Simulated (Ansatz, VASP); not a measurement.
# C in VASP and in Ansatz

```
CELL_PARAMETERS angstrom
2.50537 0.00000 0.00000
-1.25268 2.16971 0.00000
0.00000 0.00000 34.10079
ATOMIC_POSITIONS crystal
C 0.33333 0.66667 0.21994
C 0.00000 0.00000 0.23511
C 0.00000 0.00000 0.28016
C 0.66667 0.33333 0.29533
C 0.66667 0.33333 0.34112
C 0.00000 0.00000 0.35629
C 0.00000 0.00000 0.40135
C 0.33333 0.66667 0.41652
C 0.33333 0.66667 0.46230
C 0.00000 0.00000 0.47747
C 0.00000 0.00000 0.52253
C 0.66667 0.33333 0.53770
C 0.66667 0.33333 0.58348
C 0.00000 0.00000 0.59865
C 0.00000 0.00000 0.64371
C 0.33333 0.66667 0.65888
C 0.33333 0.66667 0.70467
C 0.00000 0.00000 0.71984
C 0.00000 0.00000 0.76489
C 0.66667 0.33333 0.78006
```

Alike in both runs: task single point; functional PBEsol; k mesh 12 × 12 × 1; occupations gaussian, width 0.05 eV; no spin polarisation.

|  | VASP | Ansatz |
| --- | --- | --- |
| version | VASP 6.6.1 | Ansatz 0.2.0 |
| potentials or method | VASP PAW PBE potentials, release 64 (C), cutoff 520 eV | scalar-relativistic, plane waves, PAW |
| valence electrons in the cell | 80 | 80 |

Ansatz gave:

```
gap on the k mesh at the Fermi level (eV) : none
rms of the force components (eV/Å)        : 1.182
```

Q: Estimate VASP's values.

A: gap on the k mesh at the Fermi level (eV): none; rms of the force components (eV/Å): 1.177.

VASP's potentials were made for PBE, not for PBEsol. Atom by atom the forces differ by 0.009 eV/Å (rms over components). A gap of «none» marks a metal or a gap that the smearing closes. Ansatz's warnings: xc potential rough in thin density.
